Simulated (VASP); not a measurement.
Set up this calculation in VASP 6.6.1, as the native input.

| Item | Value |
| --- | --- |
| Task | relaxation of cell and atoms |
| Functional | PBE |
| Potentials or basis | VASP PAW PBE potentials, release 64 (In_d, Te, Mo_sv) |
| Cutoff | 500 eV |
| k mesh | 3 × 3 × 4 |
| Occupations | gaussian, width 0.2 eV |
| Spin | no spin polarisation |
| Dipole correction | no |
| Further INCAR settings | ALGO = Normal; EDIFF = 1e-07; IBRION = 2; EDIFFG = -0.08; NSW = 36; ISIF = 3 |

The structure of In5TeMo2 lies in POSCAR:

```
In5TeMo2
1.0
    7.1406936700      0.0000000000      0.0000000000
   -3.5703468300      6.1840221200      0.0000000000
    0.0000000000      0.0000000000      4.6457002700
In Te Mo
5 1 2
Direct
    0.3333333300      0.6666666700      0.5000000000
    0.6666666700      0.3333333300      0.5000000000
    0.5000000000      0.0000000000      0.0000000000
    0.0000000000      0.5000000000      0.0000000000
    0.5000000000      0.5000000000      0.0000000000
    0.0000000000      0.0000000000      0.0000000000
    0.3333333300      0.6666666700      0.0000000000
    0.6666666700      0.3333333300      0.0000000000
```

The cell was generated, and may not be a known phase.

One way to write it, as run:

INCAR

```
PREC     = Accurate       # precision mode
ENCUT    = 500            # plane-wave cutoff, eV
EDIFF    = 1E-7           # SCF threshold, eV
ISMEAR   = 0              # smearing method
SIGMA    = 0.2            # smearing width, eV
LREAL    = False          # projectors in reciprocal space
LASPH    = True           # aspherical terms in the spheres
NELM     = 120            # most SCF steps
ALGO     = Normal         # electronic algorithm
ISIF     = 3              # what is computed and relaxed
LWAVE    = False          # write WAVECAR
LCHARG   = False          # write CHGCAR
GGA      = PE             # functional
IBRION   = 2              # ionic algorithm
NSW      = 36             # ionic steps
EDIFFG   = -0.08          # ionic threshold
GGA_COMPAT= False        
NELMIN   = 4
```

KPOINTS

```
regular mesh
0
Gamma
  3 3 4
```

Potentials or basis: VASP PAW PBE potentials, release 64 (In_d, Te, Mo_sv).

The run is started by

```sh
$ cat potpaw_PBE.64/In_d/POTCAR potpaw_PBE.64/Te/POTCAR potpaw_PBE.64/Mo_sv/POTCAR > POTCAR
$ mpirun -np 1 vasp_std > vasp.out
```

It gave:

* Relaxed volume: 47.87 Å³/atom
* Relaxed cell: a = 9.076 Å, b = 9.076 Å, c = 5.369 Å, α = 90.00°, β = 90.00°, γ = 120.00°
* Space group after relaxing (to 0.1 Å): P6/mmm (No. 191)
* Energy gained by relaxing: 2658.7 meV/atom
* Ionic steps: 7
* Pressure after relaxing: 0.0 GPa
* Band gap on the k mesh: zero (an odd number of electrons rules out a gap without spin polarisation)

Caveat: the volume moved by over 15 % at a fixed basis, so the end points are rough; spin-orbit coupling is left out, which moves the levels of the heavy elements.

Run time: 31 min on 1 thread of Intel Xeon 8259CL, with other jobs on the host, peak memory 0.38 GiB.
